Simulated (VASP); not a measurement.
Runs of VASP 6.6.1 on LaScN2. The structure is that of space group P4/mmm (No. 123), or close to it. The cells are those of the table. 

```tsv
level	cell	k mesh	gap on the mesh (eV)	pressure (GPa)
PBE	a = 3.528, b = 3.528, c = 4.953 Å, 4 atoms	8 × 8 × 6	none	(c)
PBE	a = 3.464, b = 3.464, c = 4.853 Å, 4 atoms	6 × 6 × 4	none	9.6
r2SCAN	a = 3.492, b = 3.492, c = 4.903 Å, 4 atoms	6 × 6 × 4	none	4.8
PBE	a = 3.606, b = 3.606, c = 5.051 Å, 4 atoms	6 × 6 × 4	none	-7.5
PBE	a = 3.500, b = 3.500, c = 4.904 Å, 4 atoms	6 × 6 × 4	none	4.4
r2SCAN	a = 3.456, b = 3.456, c = 4.852 Å, 4 atoms	6 × 6 × 4	none	(a)
r2SCAN	a = 3.597, b = 3.597, c = 5.050 Å, 4 atoms	6 × 6 × 4	none	-7.9
PBE	a = 3.571, b = 3.571, c = 5.003 Å, 4 atoms	6 × 6 × 4	none	(b)
```

Alike in all rows: task single point; potentials or basis VASP PAW PBE potentials, release 64 (Sc_sv, N, La); no spin polarisation; cutoff (eV) 520; smearing fermi-dirac 0.02 eV.

Q: Fill in the values left out.

A: (a) 10.3; (b) -4.0; (c) 0.6.

Caveats: spin-orbit coupling is left out, which moves the levels of the heavy elements; the PAW data sets were made with another functional, which shifts forces and pressure a little (some runs).

A k mesh can miss the band edges, and the runs leave out spin-orbit coupling on La.

A gap of «none» marks levels without a gap at the run's occupations.
